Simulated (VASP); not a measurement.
Input of a VASP 6.6.1 run:

INCAR

```
PREC = Accurate
ENCUT = 520
EDIFF = 1E-6
ISMEAR = 0
SIGMA = 0.1
LREAL = False
LASPH = True
NELM = 80
ALGO = Fast
ISIF = 2
LWAVE = False
LCHARG = True
GGA = PE
LELF = True
LVHAR = True
NBANDS = 33
```

The input KPOINTS:

```
Automatic mesh
0
Gamma
  4 4 4
```

The input POSCAR:

```
K4Sn
1.0
   -4.1879790594      4.1879790594      4.1879790594
    4.1879790594     -4.1879790594      4.1879790594
    4.1879790594      4.1879790594     -4.1879790594
K Sn
4 1
Direct
    0.5036230620      0.5036230620      0.5036230620
    0.4963769380      0.0000000000      0.0000000000
    0.0000000000      0.0000000000      0.4963769380
    0.0000000000      0.4963769380      0.0000000000
    0.0000000000      0.0000000000      0.0000000000
```

Potentials or basis: VASP PAW PBE potentials, release 64 (K_sv, Sn_d).

Run with:

```bash
$ cat potpaw_PBE.64/K_sv/POTCAR potpaw_PBE.64/Sn_d/POTCAR > POTCAR
$ mpirun -np 1 vasp_std > vasp.out
```

Predict the largest force.

0.025 eV/Å.

What does it give for the pressure?

0.2 GPa.

Estimate the band gap on the k mesh.

zero (filled and empty bands touch).

Forces on the atoms (eV/Å):
```
K   -0.014 -0.014 -0.014
K   -0.014  0.014  0.014
K    0.014  0.014 -0.014
K    0.014 -0.014  0.014
Sn   0.000  0.000  0.000
```

Caveat: spin-orbit coupling is left out, which moves the levels of the heavy elements.
